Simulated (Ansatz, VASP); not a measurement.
# TaN in VASP and in Ansatz

```xyz
4
Lattice="3.0295 0.0000 0.0000 -1.5148 2.6237 0.0000 0.0000 0.0000 4.9068" Properties=species:S:1:pos:R:3 pbc="T T T"
Ta    0.0000    1.7491    0.0000
Ta    1.5148    0.8746    2.4534
N     0.0000    1.7491    1.8891
N     1.5148    0.8746    4.3426
```

Change from the starting cell: volume scaled by 0.98, crystal datasets.

Alike in both runs: task electric field gradients; functional LDA; k mesh 9 × 9 × 5; occupations fermi-dirac, width 0.03 eV; no spin polarisation.

|  | VASP | Ansatz |
| --- | --- | --- |
| version | VASP 6.6.1 | Ansatz 0.2.0 |
| potentials or method | VASP PAW LDA potentials, release 64 (Ta_pv, N), cutoff 520 eV | all-electron PAW with datasets made for the crystal, scalar-relativistic |

VASP gave:

```
pressure (GPa)                                                : 137.2
traceless stress, the component that is largest in VASP (GPa) : -18.67
rms of the force components (eV/Å)                            : 1.324
size of Vzz on the site where it differs most (V/Å²)          : 127.5
```

Q: Which values does Ansatz return?

A: Pressure (GPa): 130.1; traceless stress, the component that is largest in VASP (GPa): -17.86; rms of the force components (eV/Å): 1.306; size of Vzz on the site where it differs most (V/Å²): 121.9.

LDA's correlation is that of Perdew and Zunger in VASP and of Perdew and Wang (1992) in Ansatz. Atom by atom the forces differ by 0.018 eV/Å (rms over components). Both programs put the cell under a high pressure, so it lies far from rest at this level. Ansatz ran all-electron here, and VASP with PAW potentials.

Neither program's run includes spin-orbit coupling. Noted on VASP's run: the cell as given lies far from equilibrium.
